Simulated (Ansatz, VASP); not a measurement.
## SnO2: VASP beside Ansatz

Contents of INCAR:

```
PREC = Accurate ; ENCUT = 520
EDIFF = 1E-6 ; ISMEAR = 0
SIGMA = 0.05 ; LREAL = F
LASPH = T ; NELM = 80
ALGO = Normal ; ISIF = 2
LWAVE = F ; LCHARG = F
NBANDS = 64
```

Contents of KPOINTS:

```
Automatic mesh
0
Gamma
  6 6 6
```

File POSCAR:

```
SnO2
1.0
    4.9504316845      0.0000000000      0.0000000000
    0.0000000000      5.6823333258      0.0000000000
    0.0000000000      0.0000000000      5.4769990724
Sn O
4 8
Direct
    0.5000000000      0.6673419135      0.7500000000
    0.0000000000      0.8326580865      0.2500000000
    0.5000000000      0.3326580865      0.2500000000
    0.0000000000      0.1673419135      0.7500000000
    0.7309254637      0.6050162923      0.0776916535
    0.2309254637      0.8949837077      0.9223083465
    0.7690745363      0.8949837077      0.5776916535
    0.2690745363      0.6050162923      0.4223083465
    0.7309254637      0.3949837077      0.5776916535
    0.2309254637      0.1050162923      0.4223083465
    0.7690745363      0.1050162923      0.0776916535
    0.2690745363      0.3949837077      0.9223083465
```

Input for Ansatz:

```yaml
crystal:
  lattice:
    - [4.9504316845, 0.0, 0.0]
    - [0.0, 5.6823333258, 0.0]
    - [0.0, 0.0, 5.4769990724]
  atoms:
    - { symbol: Sn, position: [0.5, 0.6673419135, 0.75] }
    - { symbol: Sn, position: [0.0, 0.8326580865, 0.25] }
    - { symbol: Sn, position: [0.5, 0.3326580865, 0.25] }
    - { symbol: Sn, position: [0.0, 0.1673419135, 0.75] }
    - { symbol: O, position: [0.7309254637, 0.6050162923, 0.0776916535] }
    - { symbol: O, position: [0.2309254637, 0.8949837077, 0.9223083465] }
    - { symbol: O, position: [0.7690745363, 0.8949837077, 0.5776916535] }
    - { symbol: O, position: [0.2690745363, 0.6050162923, 0.4223083465] }
    - { symbol: O, position: [0.7309254637, 0.3949837077, 0.5776916535] }
    - { symbol: O, position: [0.2309254637, 0.1050162923, 0.4223083465] }
    - { symbol: O, position: [0.7690745363, 0.1050162923, 0.0776916535] }
    - { symbol: O, position: [0.2690745363, 0.3949837077, 0.9223083465] }
basis:
  ecutwfc: 520.0
kpoints:
  mp_grid: { grid: [6, 6, 6] }
hamiltonian:
  xc: lda
  pseudopotentials: { kind: paw, azcp: { folder: soft_1 } }
scf:
  occupations: { method: gaussian, width: 0.05 }
output:
  forces: true
  stress: true
  eigenvalues: true
```

Change from the starting cell: volume 12.839 Å^3 an atom, stretch along b over the lengths across it, relative to the relaxed cell 0.9480.

Alike in both runs: task single point; functional LDA; k mesh 6 × 6 × 6; occupations gaussian, width 0.05 eV; no spin polarisation.

|  | VASP | Ansatz |
| --- | --- | --- |
| version | VASP 6.6.1 | Ansatz 0.2.0 |
| potentials or method | VASP PAW LDA potentials, release 64 (Sn_d, O), cutoff 520 eV | scalar-relativistic, plane waves, PAW |
| valence electrons in the cell | 104 | 104 |

|  | VASP | Ansatz | Ansatz less VASP |
| --- | --- | --- | --- |
| gap on the k mesh at the Fermi level (eV) | 0.36 | 0.34 | -0.018 |
| least direct gap on the mesh (eV) | 0.39 | 0.37 | -0.019 |
| pressure (GPa) | -16.5 | -17.4 | -0.87 |
| traceless stress, the component that is largest in VASP (GPa) | 5.84 | 5.85 | +0.004 |
| rms of the force components (eV/Å) | 0.180 | 0.186 | +0.0059 |

Ansatz warns that its potentials were made for another functional, while VASP's fit it. LDA's correlation is that of Perdew and Zunger in VASP and of Perdew and Wang (1992) in Ansatz. Atom by atom the forces differ by 0.009 eV/Å (rms over components).
